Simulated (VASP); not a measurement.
# Ca (Fm-3m) in VASP: a series of runs, part 2 of 2

VASP 6.6.1. Earlier steps stand in the parts before.

**4. Single point, PBE+D4 (volume scaled by 0.96)**

INCAR

```
  PREC = Accurate
  ENCUT = 520
  EDIFF = 1E-6
  ISMEAR = -5
  SIGMA = 0.05
  LREAL = F
  LASPH = T
  NELM = 100
  ALGO = Normal
  ISIF = 2
  LWAVE = F
  LCHARG = F
  GGA = PE
  IVDW = 13
  NBANDS = 11
```

KPOINTS

```
regular mesh
0
Gamma
  8 8 8
```

POSCAR

```
Ca
1.0
    0.0000000000      2.7564359112      2.7564359112
    2.7564359112      0.0000000000      2.7564359112
    2.7564359112      2.7564359112      0.0000000000
Ca
1
Direct
    0.0000000000      0.0000000000      0.0000000000
```

Potentials or basis: VASP PAW PBE potentials, release 64 (Ca_sv).

Run with:

```bash
$ cat potpaw_PBE.64/Ca_sv/POTCAR > POTCAR
$ mpirun -np 1 vasp_std > vasp.out
```

OUTCAR:

```text
PREC = Accurate
   ENCUT = 520
   EDIFF = 1E-6
   ISMEAR = -5
   LREAL = F
   LASPH = T
   NELM = 100
   ISIF = 2
   GGA = PE
   IVDW = 13

 ion  position               nearest neighbor table
   1  0.000  0.000  0.000-

  LATTYP: Found a face centered cubic cell.
 ALAT       =     5.5128718224

  Lattice vectors:

 A1 = (   0.0000000000,   2.7564359112,   2.7564359112)
 A2 = (   2.7564359112,   0.0000000000,   2.7564359112)
 A3 = (   2.7564359112,   2.7564359112,   0.0000000000)

Analysis of symmetry for initial positions (statically):
=====================================================================
 Subroutine PRICEL returns:
 Original cell was already a primitive cell.

 Routine SETGRP: Setting up the symmetry group for a
 face centered cubic supercell.

 Subroutine GETGRP returns: Found 48 space group operations
 (whereof 48 operations were pure point group operations)
 out of a pool of 48 trial point group operations.

The static configuration has the point symmetry O_h .

Analysis of symmetry for dynamics (positions and initial velocities):
=====================================================================
 Subroutine PRICEL returns:
 Original cell was already a primitive cell.

 Routine SETGRP: Setting up the symmetry group for a
 face centered cubic supercell.

 Subroutine GETGRP returns: Found 48 space group operations
 (whereof 48 operations were pure point group operations)
 out of a pool of 48 trial point group operations.

The dynamic configuration has the point symmetry O_h .

 Subroutine INISYM returns: Found 48 space group operations
 (whereof 48 operations are pure point group operations),
 and found     1 'primitive' translations

----------------------------------------------------------------------------------------

                                     Primitive cell

[... 114 lines left out ...]
   LORBIT       =      0    0 simple, 1 ext, 2 COOP (PROOUT), +10 PAW based schemes
   GGA     = PE    functional components
   LHFCALC =     F    Hartree Fock is set to
   AEXX    =    0.0000 exact exchange contribution
   IVDW    =    13    specifies the selected vdW correction
   LEPSILON=     F    determine dielectric tensor
   LRPA    =     F    only Hartree local field effects (RPA)
 non-spin polarized calculation
 Fermi weights with tetrahedron method with Bloechl corrections
  energy-cutoff  :      520.00
  volume of cell :       41.89
 maximum number of plane-waves:      1158
 NGX is ok and might be reduce to    30
   NGX = 15   NGY = 15   NGZ = 15

 number of electron      10.0000001 magnetization

 Free energy of the ion-electron system (eV)
  ---------------------------------------------------
  ext. energy  EPLUGINS =         0.00000000
  ---------------------------------------------------
  free energy    TOTEN  =        -1.92651016 eV

  energy without entropy =       -1.92651016  energy(sigma->0) =       -1.92651016

 E-fermi :   1.9950     XC(G=0):  -7.7539

 val. band max:        2.0180930167   @ k =  -0.3750   0.3750   0.0000
 cond. band min:       1.9175805261   @ k =  -0.3750   0.2500   0.1250
 fundamental gap:     -0.1005124906
 Fermi energy:         1.9949836668

 k-point     1 :       0.0000    0.0000    0.0000
  band No.  band energies     occupation
      1     -39.9797      2.00000
      2     -20.8978      2.00000
      3     -20.8978      2.00000
      4     -20.8978      2.00000
      5      -2.0465      2.00000
      6       4.3541      0.00000
      7       4.3541      0.00000
      8       4.3541      0.00000
      9       5.4343      0.00000
     10       5.4343      0.00000
     11      11.1441      0.00000
[... 309 lines left out ...]
 k-point    24 :      -0.3750    0.2500    0.1250
  band No.  band energies     occupation
      1     -39.9632      2.00000
      2     -21.0207      2.00000
      3     -20.9545      2.00000
      4     -20.9294      2.00000
      5       1.6750      2.00000
      6       1.9176      0.19127
      7       3.5060      0.00000
      8       4.6543      0.00000
      9       5.9675      0.00000
     10       6.5322      0.00000
     11       6.9964      0.00000

 [... further k-points ...]

------------------------ aborting loop because EDIFF is reached ----------------------------------------

  DFT-D4 for vdW energy calculation

  Edisp (eV):   -0.17568

  FORCE on cell =-STRESS in cart. coord.  units (eV):
  Direction    XX          YY          ZZ          XY          YZ          ZX
  --------------------------------------------------------------------------------------
  -------------------------------------------------------------------------------------
  Total      -0.17742    -0.17742    -0.17742     0.00000    -0.00000     0.00000
  in kB      -6.78659    -6.78659    -6.78659     0.00000    -0.00000     0.00000
  external pressure =       -6.79 kB  Pullay stress =        0.00 kB

 VOLUME and BASIS-vectors are now :
 -----------------------------------------------------------------------------
  energy-cutoff  :      520.00
  volume of cell :       41.89
      direct lattice vectors                 reciprocal lattice vectors
     0.000000000  2.756435911  2.756435911    -0.181393661  0.181393661  0.181393661
     2.756435911  0.000000000  2.756435911     0.181393661 -0.181393661  0.181393661
     2.756435911  2.756435911  0.000000000     0.181393661  0.181393661 -0.181393661

 POSITION                                       TOTAL-FORCE (eV/Angst)
 -----------------------------------------------------------------------------------
      0.00000      0.00000      0.00000         0.000000      0.000000      0.000000
 -----------------------------------------------------------------------------------
    total drift:                               -0.000000     -0.000000      0.000000

  FREE ENERGIE OF THE ION-ELECTRON SYSTEM (eV)
  ---------------------------------------------------
  free  energy   TOTEN  =        -2.1021906678 eV

  energy  without entropy=       -2.1021906678  energy(sigma->0) =       -2.10219067
```

stdout:

```text
POSCAR found type information on POSCAR Ca
 POSCAR found :  1 types and       1 ions
 scaLAPACK will be used
 LDA part: xc-table for (Slater+PW92), standard interpolation
 POSCAR, INCAR and KPOINTS ok, starting setup
 FFT: planning ... GRIDC
 FFT: planning ... GRID_SOFT
 FFT: planning ... GRID
 WAVECAR not read
 entering main loop
 -----------------------------------------------------------------------------
|                                                                             |
|           W    W    AA    RRRRR   N    N  II  N    N   GGGG   !!!           |
|           W    W   A  A   R    R  NN   N  II  NN   N  G    G  !!!           |
|           W    W  A    A  R    R  N N  N  II  N N  N  G       !!!           |
|           W WW W  AAAAAA  RRRRR   N  N N  II  N  N N  G  GGG   !            |
|           WW  WW  A    A  R   R   N   NN  II  N   NN  G    G                |
|           W    W  A    A  R    R  N    N  II  N    N   GGGG   !!!           |
|                                                                             |
|     Tetrahedron method does not include variations of the Fermi             |
|     occupations, so forces and stress will be inaccurate. We suggest        |
|     using a different smearing scheme ISMEAR = 1 or 2 for metals in         |
|     relaxations.                                                            |
|                                                                             |
 -----------------------------------------------------------------------------
```

Run time: 11 s. Hardware: 1 thread of Intel Xeon Platinum 8375C at 2.90GHz (Ice Lake), shared host; peak memory 0.17 GiB.

Results:

```yaml
Free_energy: -2.1022 eV
Pressure: -0.7 GPa
Band_gap_on_the_k_mesh: zero (band 5 reaches 2.19 eV, above the bottom of band 6 at 1.84 eV)
Dispersion_energy_per_atom: -0.176 eV
```

Levels at points of the mesh, in eV from the Fermi level:
```
           k point  band 1  band 2  band 3  band 4  band 5  band 6  band 7  band 8  band 9  band 10
(0.00, 0.00, 0.00)  -41.97  -22.89  -22.89  -22.89   -4.04    2.36    2.36    2.36    3.44     3.44
(0.50, 0.00, 0.00)  -41.96  -23.04  -22.91  -22.91   -0.99   -0.16    2.24    2.24    4.14     4.14
(0.50, 0.50, 0.00)  -41.96  -23.03  -22.94  -22.94   -0.46    0.58    0.98    4.13    4.32     4.32
```

Caveat: pairwise dispersion overbinds metals, which lowers pressure and volume; tetrahedron occupations give inexact forces and stress in metals.

**5. Overview**

```csv
task,cell,cutoff (eV),smearing,gap on the mesh (eV),pressure (GPa)
relaxation of cell and atoms,"relaxed from a = 3.952 Å, angles 60.0°, 1 atom",600,fermi-dirac 0.05 eV,none,0.0
single point,"a = 3.871 Å, angles 60.0°, 1 atom",520,tetrahedron,none,0.0
single point,"a = 3.898 Å, angles 60.0°, 1 atom",520,tetrahedron,none,-0.7
```

Alike in all rows: level PBE+D4; potentials or basis VASP PAW PBE potentials, release 64 (Ca_sv); no spin polarisation; k mesh 8 × 8 × 8.

Caveats: pairwise dispersion overbinds metals, which lowers pressure and volume; tetrahedron occupations give inexact forces and stress in metals (some runs).

Absolute energies hang on the potentials; compare differences alone.
